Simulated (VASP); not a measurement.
The system is Co.

```
Co
1.0
     2.47056    0.00000    0.00000
    -1.23528    2.13957    0.00000
     0.00000    0.00000    8.08823
Co
4
Direct
  0.00000 0.00000 0.00000
  0.00000 0.00000 0.50000
  0.33333 0.66667 0.25000
  0.66667 0.33333 0.75000
```

Base run:

* Program: VASP 6.6.1
* Functional: PBE
* Potentials or basis: VASP PAW PBE potentials, release 64 (Co)
* Cutoff: 600 eV
* k mesh: 9 × 9 × 3
* Occupations: fermi-dirac, width 0.1 eV
* Spin: collinear spin, ferromagnetic start
* Starting moments: [3.2, 3.2, 3.2, 3.2] μB

Its results: pressure 2.5 GPa; net moment 6.24 μB per cell; site moments Co +1.57, +1.59 (each value once) μB.

**Question.** After a change of settings the same cell gave: pressure 5.4 GPa; net moment 6.85 μB per cell; site moments Co +1.72 μB. Which change was it?
A. k mesh from 9 × 9 × 3 to 5 × 5 × 2
B. k mesh from 9 × 9 × 3 to 8 × 8 × 2
C. k mesh from 9 × 9 × 3 to 6 × 6 × 2

**Answer.** A.

Caveats: some runs use coarse meshes.
